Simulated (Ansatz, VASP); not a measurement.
## One calculation of Yb, two programs

```
CELL_PARAMETERS angstrom
-1.94497 1.94497 1.94497
1.94497 -1.94497 1.94497
1.94497 1.94497 -1.94497
ATOMIC_POSITIONS crystal
Yb 0.00000 0.00000 0.00000
```

Change from the starting cell: volume scaled by 0.85, PAW files.

Alike in both runs: task single point; functional PBE; k mesh 14 × 14 × 14; occupations fermi-dirac, width 0.08 eV; no spin polarisation.

|  | VASP | Ansatz |
| --- | --- | --- |
| version | VASP 6.6.1 | Ansatz 0.2.0 |
| potentials or method | VASP PAW PBE potentials, release 64 (Yb) | PAW with Ansatz's default frozen-core files, scalar-relativistic |
| plane-wave cutoff (eV) | 520 | 420 |
| valence electrons in the cell | 24 | 24 |

```tsv
	VASP	Ansatz	Ansatz less VASP
pressure (GPa)	4.3	4.5	+0.20
```

Spin-orbit coupling is off throughout.
